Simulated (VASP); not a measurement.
**GaSb4: relaxation of cell and atoms with PBE**

The system is GaSb4.

```
Ga Sb
1.0
     4.48613    0.00000    0.00000
     0.00000    4.48613    0.00000
     0.00000    0.00000    7.34432
Ga Sb
1 4
Direct
  0.50000 0.50000 0.00000
  0.00000 0.50000 0.70447
  0.50000 0.00000 0.70447
  0.00000 0.50000 0.29553
  0.50000 0.00000 0.29553
```

The cell was generated, and may not be a known phase.

```json
{
  "Program": "VASP 6.6.1",
  "Task": "relaxation of cell and atoms",
  "Functional": "PBE",
  "Potentials or basis": "VASP PAW PBE potentials, release 64 (Ga_d, Sb)",
  "Cutoff": "600 eV",
  "k mesh": "4 × 4 × 4",
  "Occupations": "gaussian, width 0.1 eV",
  "Spin": "no spin polarisation",
  "Dipole correction": "no",
  "Further INCAR settings": "ALGO = Normal; EDIFF = 1e-06; IBRION = 2; EDIFFG = -0.04; NSW = 90; ISIF = 3"
}
```

- Relaxed volume: 29.65 Å³/atom
- Relaxed cell: a = 4.508 Å, b = 4.508 Å, c = 7.296 Å, α = 90.00°, β = 90.00°, γ = 90.00°
- Space group after relaxing (to 0.1 Å): P4/mmm (No. 123)
- Energy gained by relaxing: 0.5 meV/atom
- Ionic steps: 3
- Pressure after relaxing: 0.0 GPa
- Largest force after relaxing: 0.005 eV/Å

Forces on the atoms (eV/Å):
```
Ga   0.000  0.000  0.000
Sb   0.000  0.000  0.005
Sb   0.000  0.000  0.005
Sb   0.000  0.000 -0.005
Sb   0.000  0.000 -0.005
```

The path:
```csv
step,energy change (eV),largest force (eV/Å),pressure (GPa),volume (Å³)
1,0.0000,0.0040,0.06,147.81
2,-0.0017,0.0031,0.01,148.02
3,-0.0024,0.0052,-0.03,148.25
```

Final structure:
```yaml
crystal:
  lattice:
    - [4.50765, 0.00000, 0.00000]
    - [0.00000, 4.50765, 0.00000]
    - [0.00000, 0.00000, 7.29608]
  atoms:
    - { symbol: Ga, position: [0.50000, 0.50000, 0.00000] }
    - { symbol: Sb, position: [0.00000, 0.50000, 0.70452] }
    - { symbol: Sb, position: [0.50000, 0.00000, 0.70452] }
    - { symbol: Sb, position: [0.00000, 0.50000, 0.29548] }
    - { symbol: Sb, position: [0.50000, 0.00000, 0.29548] }
```

Levels at points of the mesh, in eV from the Fermi level:
```
           k point  band 14  band 15  band 16  band 17  band 18  band 19
(0.00, 0.00, 0.00)    -2.14    -1.14    -0.96    -0.22     1.65     1.65
(0.50, 0.00, 0.00)    -1.31    -0.95    -0.47    -0.23     0.06     0.34
(0.50, 0.50, 0.00)    -3.61    -3.61    -2.86     2.15     2.63     2.63
(0.00, 0.00, 0.50)    -2.76    -2.76    -0.11     1.17     1.73     2.60
(0.50, 0.00, 0.50)    -1.24    -1.20    -1.17    -1.06    -0.78    -0.20
(0.50, 0.50, 0.50)    -1.95    -1.95    -1.27    -0.70    -0.70     1.59
```

Run time: 55 s on 1 thread of Intel(R) Xeon(R) 6975P-C (Granite Rapids) (shared host), peak memory 0.31 GiB.

Caveat: the highest band is partly filled, so the run has too few bands; spin-orbit coupling is left out, which moves the levels of the heavy elements.
